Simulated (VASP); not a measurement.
# HfC (NiAs type) (P6_3/mmc) in VASP: notebook

The runs below take HfC (NiAs type) through relaxation of shape and atoms at fixed volume, with PBE.

Program: VASP 6.6.1. These are calculated values, not measurements. Logs are shortened: lines on timing, memory, paths and dates and some standing lists are left out, and cuts for length are marked.

### Step 1. The cell of the first run

The structure is hexagonal, space group P6_3/mmc (No. 194). The conventional cell has a = 2.676 Å, b = 2.676 Å, c = 4.725 Å, α = 90.00°, β = 90.00°, γ = 120.00°. Hf (site symmetry -3m) has 6 C at 1.94 Å and 2 Hf at 2.36 Å within 2.6 Å. C (site symmetry -6m2) has 6 Hf at 1.94 Å within 2.6 Å.

### Step 2. Relaxation of shape and atoms at fixed volume, PBE

The input, INCAR:

```
PREC = Accurate
ENCUT = 600
EDIFF = 1E-6
ISMEAR = -1
SIGMA = 0.05
LREAL = F
LASPH = T
NELM = 100
ALGO = Normal
ISIF = 4
LWAVE = F
LCHARG = F
GGA = PE
IBRION = 2
NSW = 50
EDIFFG = -0.005
```

The input, KPOINTS:

```
Automatic mesh
0
Gamma
  10 10 6
```

The input, POSCAR:

```
HfC
1.0
    2.6760861708      0.0000000000      0.0000000000
   -1.3380430854      2.3175586067      0.0000000000
    0.0000000000      0.0000000000      4.7246314187
Hf C
2 2
Direct
    0.0000000000      0.0000000000      0.0000000000
    0.0000000000      0.0000000000      0.5000000000
    0.3333333333      0.6666666667      0.2500000000
    0.6666666667      0.3333333333      0.7500000000
```

Potentials or basis: VASP PAW PBE potentials, release 64 (Hf_pv, C).

Launch:

```bash
$ cat potpaw_PBE.64/Hf_pv/POTCAR potpaw_PBE.64/C/POTCAR > POTCAR
$ mpirun -np 1 vasp_std > vasp.out
```

OUTCAR:

```text
PREC = Accurate
   ENCUT = 600
   EDIFF = 1E-6
   ISMEAR = -1
   LREAL = F
   LASPH = T
   NELM = 100
   ISIF = 4
   GGA = PE
   IBRION = 2
   NSW = 50
   EDIFFG = -0.005

 ion  position               nearest neighbor table
   1  0.000  0.000  0.000-   3 1.94   4 1.94   4 1.94   3 1.94   4 1.94   3 1.94   2 2.36   2 2.36
                             2 3.57   2 3.57   2 3.57   2 3.57   2 3.57   2 3.57   2 3.57   2 3.57
   2  0.000  0.000  0.500-   3 1.94   4 1.94   4 1.94   3 1.94   4 1.94   3 1.94   1 2.36   1 2.36
                             1 3.57   1 3.57   1 3.57   1 3.57   1 3.57   1 3.57   1 3.57   1 3.57
   3  0.333  0.667  0.250-   1 1.94   2 1.94   1 1.94   2 1.94   1 1.94   2 1.94
   4  0.667  0.333  0.750-   1 1.94   2 1.94   1 1.94   2 1.94   1 1.94   2 1.94

  LATTYP: Found a hexagonal cell.
 ALAT       =     2.6760861708
 C/A-ratio  =     1.7655004799

  Lattice vectors:

 A1 = (   2.6760861708,   0.0000000000,   0.0000000000)
 A2 = (  -1.3380430854,   2.3175586067,   0.0000000000)
 A3 = (   0.0000000000,   0.0000000000,   4.7246314187)

Analysis of symmetry for initial positions (statically):
=====================================================================
 Subroutine PRICEL returns:
 Original cell was already a primitive cell.

 Routine SETGRP: Setting up the symmetry group for a
 hexagonal supercell.

 Subroutine GETGRP returns: Found 24 space group operations
 (whereof 12 operations were pure point group operations)
 out of a pool of 24 trial point group operations.

The static configuration has the point symmetry D_3d.
 The point group associated with its full space group is D_6h.

Analysis of symmetry for dynamics (positions and initial velocities):
=====================================================================
 Subroutine PRICEL returns:
 Original cell was already a primitive cell.

 Routine SETGRP: Setting up the symmetry group for a
 hexagonal supercell.

 Subroutine GETGRP returns: Found 24 space group operations
 (whereof 12 operations were pure point group operations)
 out of a pool of 24 trial point group operations.

The dynamic configuration has the point symmetry D_3d.
 The point group associated with its full space group is D_6h.

 Subroutine INISYM returns: Found 24 space group operations
 (whereof 12 operations are pure point group operations),
 and found     1 'primitive' translations

----------------------------------------------------------------------------------------

                                     Primitive cell

  volume of cell :      29.3021

  direct lattice vectors                    reciprocal lattice vectors
     2.676086171  0.000000000  0.000000000     0.373680045  0.215744274  0.000000000
    -1.338043085  2.317558607  0.000000000     0.000000000  0.431488549  0.000000000
     0.000000000  0.000000000  4.724631419     0.000000000  0.000000000  0.211656722

  length of vectors
     2.676086171  2.676086171  4.724631419     0.431488549  0.431488549  0.211656722

  position of ions in fractional coordinates (direct lattice)
     0.000000000  0.000000000  0.000000000
     0.000000000  0.000000000  0.500000000
     0.333333333  0.666666667  0.250000000
     0.666666667  0.333333333  0.750000000

  ion indices of the primitive-cell ions
   primitive index   ion index
                 1           1
                 2           2
                 3           3
                 4           4

----------------------------------------------------------------------------------------

 KPOINTS: Automatic mesh

Automatic generation of k-mesh.
 Grid dimensions read from file:
 generate k-points for:   10   10    6

 Generating k-lattice:

  Cartesian coordinates                     Fractional coordinates (reciprocal lattice)
     0.037368004  0.021574427  0.000000000     0.100000000  0.000000000  0.000000000
     0.000000000  0.043148855  0.000000000     0.000000000  0.100000000  0.000000000
     0.000000000  0.000000000  0.035276120     0.000000000  0.000000000  0.166666667

  Length of vectors
     0.043148855  0.043148855  0.035276120

  Shift w.r.t. Gamma in fractional coordinates (k-lattice)
     0.000000000  0.000000000  0.000000000

 Subroutine IBZKPT returns following result:
 ===========================================

 Found     56 irreducible k-points:

 Following reciprocal coordinates:
            Coordinates               Weight
  0.000000  0.000000  0.000000      1.000000
  0.100000  0.000000  0.000000      6.000000
  0.200000  0.000000  0.000000      6.000000
  0.300000 -0.000000  0.000000      6.000000
  0.400000 -0.000000  0.000000      6.000000
  0.500000 -0.000000  0.000000      3.000000
[... 16 lines left out ...]
  0.300000  0.100000  0.166667     24.000000
  0.400000  0.100000  0.166667     24.000000
 [... further k-points ...]
   k-points           NKPTS =     56   k-points in BZ     NKDIM =     56   number of bands    NBANDS=     18
   number of dos      NEDOS =    301   number of ions     NIONS =      4
   total plane-waves  NPLWV =  23040
   dimension x,y,z NGX =    24 NGY =   24 NGZ =   40
   dimension x,y,z NGXF=    48 NGYF=   48 NGZF=   80
   ions per type =               2   2
   NGX,Y,Z   is equivalent  to a cutoff of  14.91, 14.91, 14.07 a.u.
   NGXF,Y,Z  is equivalent  to a cutoff of  29.82, 29.82, 28.15 a.u.
 SYSTEM =  unknown system
   PREC   = accura    normal or accurate (medium, high low for compatibility)
   ISTART =      0    job   : 0-new  1-cont  2-samecut
   ICHARG =      2    charge: 1-file 2-atom 10-const
   ISPIN  =      1    spin polarized calculation?
   LNONCOLLINEAR =      F non collinear calculations
   LSORBIT =      F    spin-orbit coupling
   LASPH  =      T    aspherical Exc in radial PAW
   ENCUT  =  600.0 eV  44.10 Ry    6.64 a.u.   5.34  5.34  9.44*2*pi/ulx,y,z
   NELM   =    100;   NELMIN=  2; NELMDL= -5     # of ELM steps
   EDIFF  = 0.1E-05   stopping-criterion for ELM
   LREAL  =      F    real-space projection
   EDIFFG = -.5E-02   stopping-criterion for IOM
   NSW    =     50    number of steps for IOM
   IBRION =      2    ionic relax: 0-MD 1-quasi-New 2-CG
   NFREE  =      1    steps in history (QN), initial steepest desc. (CG)
   ISIF   =      4    stress and relaxation
   ISYM   =      2    0-nonsym 1-usesym 2-fastsym
   POTIM  = 0.5000    time-step for ionic-motion
   TEBEG  =    0.0;   TEEND  =   0.0 temperature during run
   PSTRESS=    0.0 pullay stress
   NELECT =      28.0000    total number of electrons
   NUPDOWN=      -1.0000    fix difference up-down
   EMIN   =  10.00;   EMAX   =-10.00  energy-range for DOS
   EFERMI =   0.00;   METHOD = LEGACY
   ISMEAR =    -1;   SIGMA  =   0.05  broadening in eV -4-tet -1-fermi 0-gaus
   EFERMI_NEDOS =   21; number of points for ismear=-14 and -15
   IALGO  =     38    algorithm
   IMIX   =      4    mixing-type and parameters
     AMIX     =   0.40;   BMIX     =  1.00
     AMIX_MAG =   1.60;   BMIX_MAG =  1.00
  volume/ion in A,a.u.               =       7.33        49.44
  Fermi-wavevector in a.u.,A,eV,Ry     =   1.612481  3.047147 35.376437  2.600095
  Thomas-Fermi vector in A             =   2.707704
   LORBIT       =      0    0 simple, 1 ext, 2 COOP (PROOUT), +10 PAW based schemes
   GGA     = PE    functional components
   LHFCALC =     F    Hartree Fock is set to
   AEXX    =    0.0000 exact exchange contribution
   IVDW    =     0    specifies the selected vdW correction
   LEPSILON=     F    determine dielectric tensor
   LRPA    =     F    only Hartree local field effects (RPA)
 conjugate gradient relaxation of ions
 non-spin polarized calculation
  energy-cutoff  :      600.00
  volume of cell :       29.30
 maximum number of plane-waves:      1003
 NGX is ok and might be reduce to    24
   NGX = 11   NGY = 11   NGZ = 19

--------------------------------------- Ionic step        1  -------------------------------------------

 number of electron      28.0000001 magnetization

 Free energy of the ion-electron system (eV)
  ---------------------------------------------------
  ext. energy  EPLUGINS =         0.00000000
  ---------------------------------------------------
  free energy    TOTEN  =       -22.09213287 eV

  energy without entropy =      -22.08342368  energy(sigma->0) =      -22.08777828

------------------------ aborting loop because EDIFF is reached ----------------------------------------

  FORCE on cell =-STRESS in cart. coord.  units (eV):
  Direction    XX          YY          ZZ          XY          YZ          ZX
  --------------------------------------------------------------------------------------
  -------------------------------------------------------------------------------------
  Total       66.8988360     66.8988360     76.0903556      0.0000000      0.0000000     -0.0000000
  in kB     3657.8878938   3657.8878940   4160.4608848      0.0000000      0.0000000     -0.0000000
  external PRESSURE =    3825.4122242 kB  Pullay stress =       0.0000000 kB
[... 175 lines left out ...]
  energy  without entropy=      -22.2726115267  energy(sigma->0) =      -22.27766888

--------------------------------------- Ionic step        6  -------------------------------------------

 number of electron      27.9999999 magnetization

 Free energy of the ion-electron system (eV)
  ---------------------------------------------------
  ext. energy  EPLUGINS =         0.00000000
  ---------------------------------------------------
  free energy    TOTEN  =       -22.28273255 eV

  energy without entropy =      -22.27264775  energy(sigma->0) =      -22.27769015

 E-fermi :  11.5598     XC(G=0): -15.1684

 val. band max:       11.5194620227   @ k =   0.2000   0.0000   0.3333
 cond. band min:      11.5685951653   @ k =   0.0000   0.0000   0.1667
 fundamental gap:      0.0491331426
 Fermi energy:        11.5598489510

 k-point     1 :       0.0000    0.0000    0.0000
  band No.  band energies     occupation
      1     -20.8694      2.00000
      2     -16.3877      2.00000
      3     -16.3721      2.00000
      4     -16.3721      2.00000
      5     -15.8510      2.00000
      6     -15.8510      2.00000
[... 10 lines left out ...]
     17      13.5863      0.00000
     18      14.0133      0.00000
[... 466 lines left out ...]
      2     -19.5131      2.00000
      3     -19.4455      2.00000
      4     -17.5871      2.00000
      5     -16.9726      2.00000
      6     -16.0163      2.00000
[... 10 lines left out ...]
     17      19.0929      0.00000
     18      20.5970      0.00000

 [... further k-points ...]
[... 5 lines left out ...]
  --------------------------------------------------------------------------------------
  -------------------------------------------------------------------------------------
  Total       68.6901659     68.6901659     68.6895499      0.0000000      0.0000000     -0.0000000
  in kB     3755.8340473   3755.8340482   3755.8003654      0.0000000      0.0000000     -0.0000000
  external PRESSURE =    3755.8228203 kB  Pullay stress =       0.0000000 kB
[... 19 lines left out ...]
  FREE ENERGIE OF THE ION-ELECTRON SYSTEM (eV)
  ---------------------------------------------------
  free  energy   TOTEN  =       -22.2827325531 eV

  energy  without entropy=      -22.2726477502  energy(sigma->0) =      -22.27769015

 reached required accuracy - stopping structural energy minimisation
```

It took 75 s on 1 thread of AMD EPYC 9R45 (Zen 5), shared host; peak memory 0.15 GiB.

What came out:

* Free energy: -22.2827 eV
* Energy gained by relaxing: 47.6 meV/atom
* Ionic steps: 6
* Pressure after relaxing: 375.6 GPa
* Band gap on the k mesh: zero (band 14 reaches 13.10 eV, above the bottom of band 15 at 10.62 eV)

The path:
```csv
step,energy change (eV),largest force (eV/Å),pressure (GPa),volume (Å³)
1,0.0000,0.0000,382.54,29.30
2,-0.1167,0.0000,369.41,29.30
3,-0.1906,0.0000,375.63,29.30
4,-0.1906,0.0000,375.47,29.30
5,-0.1906,0.0000,375.63,29.30
6,-0.1906,0.0000,375.58,29.30
```

Final structure:
```
Hf C
1.0
     2.61842    0.00000    0.00000
    -1.30921    2.26762    0.00000
     0.00000    0.00000    4.93501
Hf C
2 2
Direct
  0.00000 0.00000 0.00000
  0.00000 0.00000 0.50000
  0.33333 0.66667 0.25000
  0.66667 0.33333 0.75000
```

Caveat: spin-orbit coupling is left out, which moves the levels of the heavy elements.

### Step 3. Relaxation of shape and atoms at fixed volume, PBE

This run uses another cell than the first one, of 8.52 Å³/atom, 1.164 times its volume.

The input, INCAR:

```
  ALGO = Normal
  EDIFF = 1E-6
  EDIFFG = -0.005
  ENCUT = 600
  GGA = PE
  IBRION = 2
  ISIF = 4
  ISMEAR = -1
  LASPH = True
  LCHARG = False
  LREAL = False
  LWAVE = False
  NELM = 100
  NSW = 50
  PREC = Accurate
  SIGMA = 0.05
```

The input, KPOINTS:

```
k-points
0
Gamma
  10 10 6
```

The input, POSCAR:

```
HfC
1.0
    2.8147458570      0.0000000000      0.0000000000
   -1.4073729285      2.4376414174      0.0000000000
    0.0000000000      0.0000000000      4.9694351612
Hf C
2 2
Direct
    0.0000000000      0.0000000000      0.0000000000
    0.0000000000      0.0000000000      0.5000000000
    0.3333333333      0.6666666667      0.2500000000
    0.6666666667      0.3333333333      0.7500000000
```

Potentials or basis: VASP PAW PBE potentials, release 64 (Hf_pv, C).

Launch:

```bash
$ cat potpaw_PBE.64/Hf_pv/POTCAR potpaw_PBE.64/C/POTCAR > POTCAR
$ mpirun -np 1 vasp_std > vasp.out
```

Wall time 51 s (1 thread of AMD EPYC 9R45 (Zen 5), shared host); peak memory 0.16 GiB.

It converged, with:

- Free energy: -30.9226 eV
- Energy gained by relaxing: 20.6 meV/atom
- Ionic steps: 3
- Pressure after relaxing: 214.8 GPa
- Band gap on the k mesh: zero (band 14 reaches 11.20 eV, above the bottom of band 15 at 8.94 eV)

Stress tensor (GPa, compression positive):
```
214.82   0.00   0.00
  0.00 214.82   0.00
  0.00   0.00 214.73
```

Step by step:
```
step  energy change (eV)  largest force (eV/Å)  pressure (GPa)  volume (Å³)
   1              0.0000                0.0000          216.88        34.10
   2             -0.0226                0.0000          213.13        34.10
   3             -0.0824                0.0000          214.79        34.10
```

Final structure:
```yaml
crystal:
  lattice:
    - [2.77742, 0.00000, 0.00000]
    - [-1.38871, 2.40532, 0.00000]
    - [0.00000, 0.00000, 5.10389]
  atoms:
    - { symbol: Hf, position: [0.00000, 0.00000, 0.00000] }
    - { symbol: Hf, position: [0.00000, 0.00000, 0.50000] }
    - { symbol: C, position: [0.33333, 0.66667, 0.25000] }
    - { symbol: C, position: [0.66667, 0.33333, 0.75000] }
```

Levels at points of the mesh, in eV from the Fermi level:
```tsv
k point	band 12	band 13	band 14	band 15	band 16	band 17
(0.00, 0.00, 0.00)	-2.91	0.91	1.64	1.64	2.40	2.40
(0.50, 0.00, 0.00)	-2.53	-1.76	0.33	1.02	1.44	7.75
(0.00, 0.00, 0.50)	-2.16	-2.16	-2.16	3.44	3.44	4.22
(0.50, 0.00, 0.50)	-2.23	-2.17	-2.17	1.44	1.44	8.74
```

Caveat: spin-orbit coupling is left out, which moves the levels of the heavy elements.

[end of part 1 of 2]
